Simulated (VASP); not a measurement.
The system is Ir.

```
CELL_PARAMETERS angstrom
4.30811 0.00000 0.00000
-2.15405 3.73093 0.00000
0.00000 0.00000 2.64087
ATOMIC_POSITIONS crystal
Ir 0.00000 0.00000 0.00000
Ir 0.33333 0.66667 0.50000
Ir 0.66667 0.33333 0.50000
```

This isn't the form of Ir at room conditions, which is fcc.

- Program: VASP 6.6.1
- Task: relaxation of cell and atoms
- Functional: PBE
- Potentials or basis: VASP PAW PBE potentials, release 64 (Ir)
- Cutoff: 600 eV
- k mesh: 9 × 9 × 12
- Occupations: fermi-dirac, width 0.05 eV
- Spin: collinear spin
- Starting moments: [1.0, 1.0, 1.0] μB

At the start: pressure 21.2 GPa; volume 14.15 Å³/atom.

Where does the relaxation end?

Over 9 steps the energy falls by 51.9 meV/atom and the volume is 14.98 Å³/atom (+5.9 %); space group P6/mmm (No. 191, to 0.1 Å) before and after; moment 0.00 μB per cell.

The path:
| step | energy change (eV) | largest force (eV/Å) | pressure (GPa) | volume (Å³) |
| --- | --- | --- | --- | --- |
| 1 | 0.0000 | 0.0000 | 21.21 | 42.45 |
| 2 | 1.3519 | 0.0000 | -38.60 | 55.02 |
| 3 | -0.1534 | 0.0000 | -1.74 | 45.17 |
| 4 | -0.1547 | 0.0000 | -0.19 | 44.95 |
| 5 | -0.1547 | 0.0000 | 0.17 | 44.90 |
| 6 | -0.1553 | 0.0000 | 0.26 | 44.91 |
| 7 | -0.1557 | 0.0000 | 0.22 | 44.90 |
| 8 | -0.1556 | 0.0000 | -0.53 | 45.01 |
| 9 | -0.1558 | 0.0000 | 0.02 | 44.93 |

Final structure:
```
Ir
1.0
     4.38117    0.00000    0.00000
    -2.19059    3.79421    0.00000
     0.00000    0.00000    2.70294
Ir
3
Direct
  0.00000 0.00000 0.00000
  0.33333 0.66667 0.50000
  0.66667 0.33333 0.50000
```
